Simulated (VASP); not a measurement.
# Si12HO24 (a cell with a defect) in VASP: single point with PBE+D3(BJ)

Aim: the single point of Si12HO24 (a cell with a defect) with PBE+D3(BJ).

Program: VASP 6.6.1. These are calculated values, not measurements. Logs are shortened: lines on timing, memory, paths and dates and some standing lists are left out, and cuts for length are marked.

### 1 The cell of the first run

The cell holds a defect, 74 atoms: a = 9.832 Å, b = 9.832 Å, c = 10.818 Å, α = 90.00°, β = 90.00°, γ = 120.00°.

### 2 Single point, PBE+D3(BJ)

INCAR reads:

```
PREC = Accurate
ENCUT = 520
EDIFF = 1E-7
ISMEAR = 0
SIGMA = 0.02
LREAL = Auto
LASPH = True
NELM = 80
ALGO = Normal
ISIF = 2
LWAVE = False
LCHARG = False
GGA = PE
IVDW = 12
NBANDS = 236
```

KPOINTS reads:

```
regular mesh
0
Gamma
  1 1 1
```

POSCAR reads:

```
Si12HO24
1.0
    9.8316000000      0.0000000000      0.0000000000
   -4.9158000000      8.5144153600      0.0000000000
    0.0000000000      0.0000000000     10.8182000000
Si O H
24 48 2
Direct
    0.2709099100      0.0094391800      0.1655027100
    0.9985581900      0.2592514300      0.3363694500
    0.2293313700      0.2350352900      0.9973888100
    0.2536999600      0.9943798200      0.6857301500
    0.9943088900      0.2605859300      0.8263963100
    0.2083269900      0.1946535800      0.5153311300
    0.2621491600      0.4975911800      0.1718615900
    0.0071092300      0.7712372900      0.3283148600
    0.2235410900      0.7272896200      0.0054956200
    0.2669434400      0.4925265000      0.6593211300
    0.9964925600      0.7555626100      0.8443723300
    0.2341662800      0.7379975200      0.4999615600
    0.7679183600      0.0027725800      0.1637768200
    0.5150453800      0.2909717700      0.3263891900
    0.7354828800      0.2356065700      0.9947544900
    0.7500254000      0.9945486100      0.6643177100
    0.4988791700      0.2694374300      0.8323993700
    0.7270726000      0.2340685100      0.4992150500
    0.7874783800      0.5096747300      0.1573528400
    0.5014811400      0.7712337700      0.3306460800
    0.7306058600      0.7321122000      0.9989357800
    0.7689976800      0.5017534200      0.6662599300
    0.4892422100      0.7549201000      0.8332459800
    0.7359702800      0.7334614600      0.4949275200
    0.0585994900      0.1851775900      0.4426589500
    0.2910020100      0.3666465000      0.1058264000
    0.1398598500      0.4267424900      0.2869976000
    0.2009835100      0.0720170000      0.0577487200
    0.4066298400      0.3704627500      0.3615348300
    0.4326514900      0.1539250100      0.2217404800
    0.0637104000      0.2018104000      0.9379856800
    0.2961209500      0.3602216000      0.5945064100
    0.1329963000      0.4206365700      0.7662825000
    0.1440959400      0.0534628100      0.6192837800
    0.3618947100      0.2974696100      0.8889306100
    0.4273668200      0.1382933600      0.7227606500
    0.0698422700      0.7005748600      0.4356703700
    0.2976032600      0.8725800500      0.1047948800
    0.1459163000      0.9395625000      0.2791979800
    0.1925934700      0.5656927500      0.0691771200
    0.3725483100      0.8040633200      0.3955902100
    0.4281822600      0.6421691300      0.2206537200
    0.0484628800      0.6811712500      0.9565332700
    0.2831508900      0.8721161200      0.6050312400
    0.1573768100      0.9148317700      0.8113722100
    0.2107464500      0.5753019700      0.5568150000
    0.3464649500      0.7730380600      0.8905284800
    0.4297587500      0.6246495600      0.7230592100
    0.5674995200      0.2199689900      0.4418414100
    0.8114747800      0.3713264800      0.0999751300
    0.6741022500      0.4415287100      0.2761049300
    0.7048024300      0.0708391800      0.0544039400
    0.8598764000      0.2853916600      0.3919929700
    0.9337635900      0.1388796900      0.2191445800
    0.5688786300      0.2097478700      0.9432799200
    0.7969424800      0.3651871000      0.6090898100
    0.6362505700      0.4334820500      0.7744881600
    0.6856066900      0.0652798700      0.5578710000
    0.8594873700      0.2928012300      0.8810256900
    0.9165469200      0.1276861800      0.7199152000
    0.5689396300      0.6934002000      0.4307230900
    0.7919415500      0.8629271600      0.1084292300
    0.6399768800      0.9359748100      0.2761740900
    0.7067804900      0.5682967600      0.0547796900
    0.8688771100      0.7964578400      0.3870153500
    0.9505596500      0.6538900700      0.2097545600
    0.5644435100      0.7011425300      0.9437322700
    0.7805881900      0.8618020400      0.6029322100
    0.6206643000      0.9221698500      0.7749832700
    0.7103227700      0.5713318500      0.5546426500
    0.8615482000      0.7938688900      0.8892565300
    0.9332905500      0.6387354700      0.7249986100
    0.4686794900      0.4825753500      0.3818611000
    0.2797931400      0.1442183700      0.4533476800
```

Potentials or basis: VASP PAW PBE potentials, release 64 (Si, O, H).

On the command line:

```sh
> cat potpaw_PBE.64/Si/POTCAR potpaw_PBE.64/O/POTCAR potpaw_PBE.64/H/POTCAR > POTCAR
> mpirun -np 1 vasp_gam > vasp.out
```

OUTCAR:

```text
PREC = Accurate
   ENCUT = 520
   EDIFF = 1E-7
   ISMEAR = 0
   LREAL = Auto
   LASPH = True
   NELM = 80
   ISIF = 2
   GGA = PE
   IVDW = 12
 IVDW          = 12

 ion  position               nearest neighbor table
   1  0.271  0.009  0.166-  28 1.62  39 1.63  30 1.63  38 1.63   8 3.04   3 3.05   9 3.10  14 3.13

   2  0.999  0.259  0.336-  25 1.62  53 1.62  27 1.62  54 1.63  13 3.04   7 3.05  18 3.10   6 3.12

   3  0.229  0.235  0.997-  28 1.62  26 1.62  31 1.62  35 1.63   1 3.05   5 3.07  17 3.07   7 3.08
[... 40 lines left out ...]
  25  0.059  0.185  0.443-   2 1.62   6 1.63
  26  0.291  0.367  0.106-   7 1.62   3 1.62
  27  0.140  0.427  0.287-   2 1.62   7 1.63
  28  0.201  0.072  0.058-   3 1.62   1 1.62
  29  0.407  0.370  0.362-  73 0.98  14 1.65   6 2.49
  30  0.433  0.154  0.222-   1 1.63  14 1.63
  31  0.064  0.202  0.938-   3 1.62   5 1.63
  32  0.296  0.360  0.595-  10 1.62   6 1.65
  33  0.133  0.421  0.766-   5 1.62  10 1.63
  34  0.144  0.053  0.619-   4 1.63   6 1.65
  35  0.362  0.297  0.889-  17 1.62   3 1.63
[... 35 lines left out ...]
  71  0.862  0.794  0.889-  11 1.62  21 1.63
  72  0.933  0.639  0.725-  22 1.63  11 1.63
  73  0.469  0.483  0.382-  29 0.98
  74  0.280  0.144  0.453-   6 1.24

  LATTYP: Found a hexagonal cell.
 ALAT       =     9.8316000000
 C/A-ratio  =     1.1003498922

  Lattice vectors:

 A1 = (   9.8316000000,   0.0000000000,   0.0000000000)
 A2 = (  -4.9158000000,   8.5144153600,   0.0000000000)
 A3 = (   0.0000000000,   0.0000000000,  10.8182000000)

Analysis of symmetry for initial positions (statically):
=====================================================================
 Subroutine PRICEL returns:
 Original cell was already a primitive cell.

 Routine SETGRP: Setting up the symmetry group for a
 hexagonal supercell.

 Subroutine GETGRP returns: Found  1 space group operations
 (whereof  1 operations were pure point group operations)
 out of a pool of 24 trial point group operations.

The static configuration has the point symmetry C_1 .

Analysis of symmetry for dynamics (positions and initial velocities):
=====================================================================
 Subroutine PRICEL returns:
 Original cell was already a primitive cell.

 Routine SETGRP: Setting up the symmetry group for a
 hexagonal supercell.

 Subroutine GETGRP returns: Found  1 space group operations
 (whereof  1 operations were pure point group operations)
[... 226 lines left out ...]
   IBRION =     -1    ionic relax: 0-MD 1-quasi-New 2-CG
   NFREE  =      0    steps in history (QN), initial steepest desc. (CG)
   ISIF   =      2    stress and relaxation
   ISYM   =      2    0-nonsym 1-usesym 2-fastsym
   POTIM  = 0.5000    time-step for ionic-motion
   TEBEG  =    0.0;   TEEND  =   0.0 temperature during run
   PSTRESS=    0.0 pullay stress
   NELECT =     386.0000    total number of electrons
   NUPDOWN=      -1.0000    fix difference up-down
   EMIN   =  10.00;   EMAX   =-10.00  energy-range for DOS
   EFERMI =   0.00;   METHOD = LEGACY
   ISMEAR =     0;   SIGMA  =   0.02  broadening in eV -4-tet -1-fermi 0-gaus
   EFERMI_NEDOS =   21; number of points for ismear=-14 and -15
   IALGO  =     38    algorithm
   IMIX   =      4    mixing-type and parameters
     AMIX     =   0.40;   BMIX     =  1.00
     AMIX_MAG =   1.60;   BMIX_MAG =  1.00
  volume/ion in A,a.u.               =      12.24        82.58
  Fermi-wavevector in a.u.,A,eV,Ry     =   1.232043  2.328224 20.652696  1.517930
  Thomas-Fermi vector in A             =   2.366829
   LORBIT       =      0    0 simple, 1 ext, 2 COOP (PROOUT), +10 PAW based schemes
   GGA     = PE    functional components
   LHFCALC =     F    Hartree Fock is set to
   AEXX    =    0.0000 exact exchange contribution
   IVDW    =    12    specifies the selected vdW correction
   LEPSILON=     F    determine dielectric tensor
   LRPA    =     F    only Hartree local field effects (RPA)
 non-spin polarized calculation
 Gauss-broadening in eV      SIGMA  =   0.02
  energy-cutoff  :      520.00
  volume of cell :      905.60
 maximum number of plane-waves:     12195
 NGX is ok and might be reduce to    80
   NGX = 37   NGY = 37   NGZ = 41

 number of electron     385.9999967 magnetization

 Free energy of the ion-electron system (eV)
  ---------------------------------------------------
  ext. energy  EPLUGINS =         0.00000000
  ---------------------------------------------------
  free energy    TOTEN  =      -572.41226177 eV

  energy without entropy =     -572.41226177  energy(sigma->0) =     -572.41226177

 E-fermi :   1.7694     XC(G=0):  -9.2917

 val. band max:        1.5984698854   @ k =   0.0000   0.0000   0.0000
 cond. band min:       7.0589491507   @ k =   0.0000   0.0000   0.0000
 fundamental gap:      5.4604792653
 Fermi energy:         1.7693948483

 k-point     1 :       0.0000    0.0000    0.0000
  band No.  band energies     occupation
      1     -18.2018      2.00000
      2     -17.8014      2.00000
      3     -17.7304      2.00000
      4     -17.7162      2.00000
      5     -17.6824      2.00000
      6     -17.6687      2.00000
[... 197 lines left out ...]
    204       9.8237      0.00000
    205      10.0707      0.00000
 [bands above 205 left out]

------------------------ aborting loop because EDIFF is reached ----------------------------------------

 Edisp (eV)  -10.53030

 E8    (eV) :    -3.5583

  FORCE on cell =-STRESS in cart. coord.  units (eV):
  Direction    XX          YY          ZZ          XY          YZ          ZX
  --------------------------------------------------------------------------------------
  -------------------------------------------------------------------------------------
  Total       7.46771     5.25053    11.99534    -0.25653    -4.70042    -3.66842
  in kB      13.21186     9.28922    21.22213    -0.45385    -8.31597    -6.49016
  external pressure =       14.57 kB  Pullay stress =        0.00 kB

 VOLUME and BASIS-vectors are now :
 -----------------------------------------------------------------------------
  energy-cutoff  :      520.00
  volume of cell :      905.60
      direct lattice vectors                 reciprocal lattice vectors
     9.831600000  0.000000000  0.000000000     0.101712844  0.058723938  0.000000000
    -4.915800000  8.514415360  0.000000000     0.000000000  0.117447876  0.000000000
     0.000000000  0.000000000 10.818200000     0.000000000  0.000000000  0.092436819

 POSITION                                       TOTAL-FORCE (eV/Angst)
 -----------------------------------------------------------------------------------
      2.61708      0.08037      1.79044         0.012025     -0.014558     -0.033888
      8.54300      2.20737      3.63891         0.041158     -0.028234      0.079995
      1.09931      2.00119     10.78995        -0.016294     -0.006087     -0.014318
     -2.39390      8.46656      7.41837        -0.067672     -0.000403      0.018428
      8.49466      2.21874      8.94012         0.006077      0.012516     -0.021384
      1.09131      1.65736      5.57496        -5.210248      2.244489      3.665894
[... 66 lines left out ...]
      2.23563      4.10885      4.13105        -0.018905      0.072506      0.055891
      2.04187      1.22794      4.90441         5.444672     -2.109651     -3.972721
 -----------------------------------------------------------------------------------
    total drift:                                0.025032     -0.002797     -0.004556

  FREE ENERGIE OF THE ION-ELECTRON SYSTEM (eV)
  ---------------------------------------------------
  free  energy   TOTEN  =      -582.9425642866 eV

  energy  without entropy=     -582.9425642866  energy(sigma->0) =     -582.94256429
```

Wall time 6 min (1 thread of AMD EPYC 7R13 (Zen 3), shared host); peak memory 0.9 GiB.

Results:

- Free energy: -582.9426 eV
- Pressure: 1.5 GPa
- Largest force: 7.062 eV/Å
- Band gap on the k mesh: 5.46 eV
- Dispersion energy per atom: -0.142 eV

Forces on the atoms (eV/Å):
```
Si   0.012 -0.015 -0.034
Si   0.041 -0.028  0.080
Si  -0.016 -0.006 -0.014
Si  -0.068  0.000  0.018
Si   0.006  0.013 -0.021
Si  -5.210  2.244  3.666
Si   0.003 -0.010  0.004
Si  -0.028 -0.012  0.016
Si  -0.002 -0.015 -0.015
Si   0.047 -0.050 -0.029
Si  -0.002  0.025 -0.018
Si   0.006 -0.030  0.022
Si   0.024  0.010  0.000
Si   0.091  0.103 -0.091
Si  -0.001 -0.013 -0.006
Si   0.033 -0.002  0.003
Si  -0.015  0.020 -0.005
Si   0.044 -0.017  0.013
Si   0.031  0.005 -0.018
Si  -0.005  0.020  0.002
Si  -0.020 -0.007 -0.003
Si   0.012  0.012  0.007
Si  -0.010  0.006 -0.007
Si  -0.001  0.002  0.017
O   -0.156  0.043 -0.060
O   -0.001 -0.009  0.001
O    0.007  0.015 -0.017
O    0.012 -0.003  0.013
O    0.079 -0.229 -0.039
O   -0.031  0.015  0.085
O    0.000  0.005  0.006
O   -0.040  0.078  0.046
O   -0.004  0.000  0.013
O   -0.007 -0.145  0.205
O   -0.002 -0.007  0.008
O    0.015  0.011 -0.004
O   -0.006  0.010 -0.010
O   -0.010  0.004  0.012
O    0.026  0.067  0.069
O    0.008  0.000  0.001
O   -0.005 -0.004 -0.003
O    0.001 -0.003  0.002
O   -0.011 -0.006  0.014
O    0.001  0.004 -0.015
O    0.015 -0.017  0.027
O   -0.003  0.021 -0.008
O   -0.005 -0.004  0.013
O   -0.002  0.022  0.009
O   -0.186 -0.044 -0.018
O   -0.008  0.001  0.005
O    0.001 -0.006  0.008
O   -0.001  0.002  0.005
O   -0.047 -0.002  0.003
O   -0.006  0.001 -0.013
O   -0.002  0.004  0.006
O   -0.007 -0.014 -0.017
O    0.009  0.001 -0.003
O   -0.008  0.005 -0.009
O   -0.010 -0.003  0.005
O   -0.015  0.003  0.006
O   -0.001 -0.015 -0.013
O   -0.003 -0.007 -0.002
O    0.001  0.001 -0.001
O    0.010 -0.007  0.007
O    0.008 -0.008 -0.009
O    0.002  0.010  0.001
O   -0.001  0.006  0.003
O   -0.015 -0.008 -0.007
O    0.004  0.002  0.000
O    0.006 -0.003  0.000
O   -0.004 -0.003  0.005
O   -0.004 -0.002  0.001
H   -0.019  0.073  0.056
H    5.445 -2.110 -3.973
```

Stress tensor (GPa, compression positive):
```
 1.32 -0.05 -0.65
-0.05  0.93 -0.83
-0.65 -0.83  2.12
```

Levels at points of the mesh, in eV from the valence-band top:
```tsv
k point	band 190	band 191	band 192	band 193	band 194	band 195	band 196	band 197
(0.00, 0.00, 0.00)	-0.51	-0.46	-0.42	0.00	5.46	7.16	7.36	7.57
```

Caveat: the k points lie up to 0.74 Å⁻¹ apart.
